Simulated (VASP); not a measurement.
Write the native input for VASP 6.6.1 that does the following.

```yaml
Task: single point
Functional: r2SCAN
Potentials_or_basis: VASP PAW PBE potentials, release 64 (Ti_sv, O_h)
Cutoff: 910 eV
k_mesh: 10 × 10 × 10
Occupations: gaussian, width 0.02 eV
Spin: no spin polarisation
Dipole_correction: no
Further_INCAR_settings: ALGO = Normal; EDIFF = 1e-06; NBANDS = 33
```

Crystal: TiO2.

```
Ti O
1.0
    -1.88891    1.88891    4.79172
     1.88891   -1.88891    4.79172
     1.88891    1.88891   -4.79172
Ti O
2 4
Direct
  0.00000 0.00000 0.00000
  0.75000 0.25000 0.50000
  0.20728 0.20728 0.00000
  0.95728 0.45728 0.50000
  0.54272 0.04272 0.50000
  0.79272 0.79272 0.00000
```

These files were run (other wordings do the same):

POSCAR

```
TiO2
1.0
   -1.8889063195      1.8889063195      4.7917197248
    1.8889063195     -1.8889063195      4.7917197248
    1.8889063195      1.8889063195     -4.7917197248
Ti O
2 4
Direct
    0.0000000000      0.0000000000      0.0000000000
    0.7500000000      0.2500000000      0.5000000000
    0.2072834803      0.2072834803      0.0000000000
    0.9572834803      0.4572834803      0.5000000000
    0.5427165197      0.0427165197      0.5000000000
    0.7927165197      0.7927165197      0.0000000000
```

INCAR.step1

```
ALGO     = Normal         # electronic algorithm
EDIFF    = 1E-5           # SCF threshold, eV
ENCUT    = 910            # plane-wave cutoff, eV
GGA      = PE             # functional
GGA_COMPAT= F            
ISMEAR   = 0              # smearing method
LASPH    = T              # aspherical terms in the spheres
LCHARG   = F              # write CHGCAR
LREAL    = F              # projectors in reciprocal space
LWAVE    = T              # write WAVECAR
NBANDS   = 33             # bands
NELM     = 120            # most SCF steps
PREC     = Accurate       # precision mode
SIGMA    = 0.02           # smearing width, eV
```

INCAR.step2

```
ALGO     = Normal         # electronic algorithm
EDIFF    = 1E-6           # SCF threshold, eV
ENCUT    = 910            # plane-wave cutoff, eV
GGA_COMPAT= F            
ISIF     = 2              # what is computed and relaxed
ISMEAR   = 0              # smearing method
ISTART   = 1            
LASPH    = T              # aspherical terms in the spheres
LCHARG   = F              # write CHGCAR
LMIXTAU  = T            
LREAL    = F              # projectors in reciprocal space
LWAVE    = F              # write WAVECAR
METAGGA  = R2SCAN         # meta-GGA
NBANDS   = 33             # bands
NELM     = 120            # most SCF steps
PREC     = Accurate       # precision mode
SIGMA    = 0.02           # smearing width, eV
```

KPOINTS

```
k-points
0
Gamma
  10 10 10
```

Potentials or basis: VASP PAW PBE potentials, release 64 (Ti_sv, O_h).

Run with:

```sh
$ cat potpaw_PBE.64/Ti_sv/POTCAR potpaw_PBE.64/O_h/POTCAR > POTCAR
$ cp INCAR.step1 INCAR
$ mpirun -np 1 vasp_std > vasp.out
$ cp INCAR.step2 INCAR
$ mpirun -np 1 vasp_std > vasp.out
```

It gave:

```
Pressure               : 0.9 GPa
Largest force          : 0.029 eV/Å
Band gap on the k mesh : 2.58 eV (least direct gap 2.90 eV)
```

Caveat: the PAW data sets were made with another functional, which shifts forces and pressure a little.

It took 53 min on 1 thread of AMD EPYC 9R45 96-Core Processor (Zen 5), on a shared host, peak memory 0.69 GiB.
